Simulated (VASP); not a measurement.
The system is Al3GaO6.

```
Al Ga O
1.0
     2.66844    1.54063    4.85635
    -2.66844    1.54063    4.85635
     0.00000   -3.08125    4.85635
Al Ga O
3 1 6
Direct
  0.85216 0.85216 0.85216
  0.64784 0.64784 0.64784
  0.14784 0.14784 0.14784
  0.35216 0.35216 0.35216
  0.05668 0.44332 0.75000
  0.75000 0.05668 0.44332
  0.44332 0.75000 0.05668
  0.94332 0.55668 0.25000
  0.25000 0.94332 0.55668
  0.55668 0.25000 0.94332
```

```yaml
Program: VASP 6.6.1
Task: relaxation of cell and atoms
Functional: PBE
Potentials_or_basis: VASP PAW PBE potentials, release 64 (Al, Ga_d, O)
Cutoff: 600 eV
k_mesh: 6 × 6 × 6
Occupations: gaussian, width 0.1 eV
Spin: no spin polarisation
```

At the start: pressure -34.4 GPa; volume 11.98 Å³/atom.

Question: Where does the relaxation end?

Answer: Over 11 steps the energy falls by 417.6 meV/atom and the volume is 9.06 Å³/atom (-24.4 %); space group R3 (No. 146, to 0.1 Å) before and after.

Step by step:
```
step  energy change (eV)  largest force (eV/Å)  pressure (GPa)  volume (Å³)
   1              0.0000                0.9039          -34.41       119.79
   2             -3.0481                0.8387           35.43        80.49
   3             -4.0544                0.8226            0.13        90.88
   4             -4.0537                0.8184            1.45        90.36
   5             -4.1441                0.3913            1.45        90.16
   6             -4.1442                0.3892            1.46        90.15
   7             -4.1655                0.2309           -1.17        91.14
   8             -4.1657                0.2159           -1.44        91.25
   9             -4.1746                0.1083            0.05        90.62
  10             -4.1748                0.1143            0.27        90.54
  11             -4.1762                0.0328            0.08        90.60
```

Final structure:
```xyz
10
Lattice="2.4346 1.4056 4.4125 -2.4346 1.4056 4.4125 0.0000 -2.8113 4.4125" Properties=species:S:1:pos:R:3 pbc="T T T"
Al    0.0000    0.0000   11.2817
Al    0.0000    0.0000    8.5608
Al    0.0000    0.0000    1.9984
Ga    0.0000    0.0000    4.7464
O    -0.9772   -1.4741    5.5181
O     1.7652   -0.1093    5.5181
O    -0.7880    1.5834    5.5181
O     0.9185    1.3867    7.6821
O    -1.6602    0.1021    7.6821
O     0.7417   -1.4888    7.6821
```

Caveat: the volume moved by over 15 % at a fixed basis, so the end points are rough.
